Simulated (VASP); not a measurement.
**Te: electric field gradients with PBE**

Te:

```
Te
1.0
     4.51867    0.00000    0.00000
    -2.25933    3.91328    0.00000
     0.00000    0.00000    5.95610
Te
3
Direct
  0.26829 0.00000 0.33333
  0.00000 0.26829 0.66667
  0.73171 0.73171 0.00000
```

- Program: VASP 6.6.1
- Task: electric field gradients
- Functional: PBE
- Potentials or basis: VASP PAW PBE potentials, release 64 (Te)
- Cutoff: 520 eV
- k mesh: 12 × 12 × 6
- Occupations: gaussian, width 0.01 eV
- Spin: no spin polarisation
- Dipole correction: no
- Further INCAR settings: ALGO = Normal; EDIFF = 1e-08; NBANDS = 16

- Pressure: 0.0 GPa
- Largest force: 0.008 eV/Å
- Band gap on the k mesh: 0.21 eV, direct

Forces on the atoms (eV/Å):
```
Te   0.008  0.000  0.000
Te  -0.004  0.007  0.000
Te  -0.004 -0.007  0.000
```

Levels at points of the mesh, in eV from the valence-band top:
| k point | band 7 | band 8 | band 9 | band 10 | band 11 | band 12 |
| --- | --- | --- | --- | --- | --- | --- |
| (0.00, 0.00, 0.00) | -1.60 | -1.60 | -0.79 | 1.00 | 1.00 | 1.56 |
| (0.50, 0.00, 0.00) | -3.32 | -0.97 | -0.77 | 0.87 | 0.93 | 3.10 |
| (0.00, 0.00, 0.50) | -1.26 | -1.00 | -1.00 | 0.48 | 0.48 | 0.51 |
| (0.50, 0.00, 0.50) | -2.33 | -1.99 | -0.15 | 0.80 | 1.93 | 2.49 |

Electric field gradients, principal values (V/Å²):
| atom | least | middle | greatest (by size) |
| --- | --- | --- | --- |
| 1 Te | 191.074 | 351.079 | -542.154 |
| 2 Te | 191.074 | 351.079 | -542.154 |
| 3 Te | 191.074 | 351.079 | -542.154 |

Wall time 120 s on 1 thread of Intel(R) Xeon(R) Platinum 8259CL CPU @ 2.50GHz (Skylake/Cascade Lake) (shared host), peak memory 0.31 GiB.

Caveat: without QUAD_EFG the Cq values of the log hold for a quadrupole moment of 1 mb, not for the nuclei; spin-orbit coupling is left out, which moves the levels of the heavy elements. A k mesh can miss the band edges.
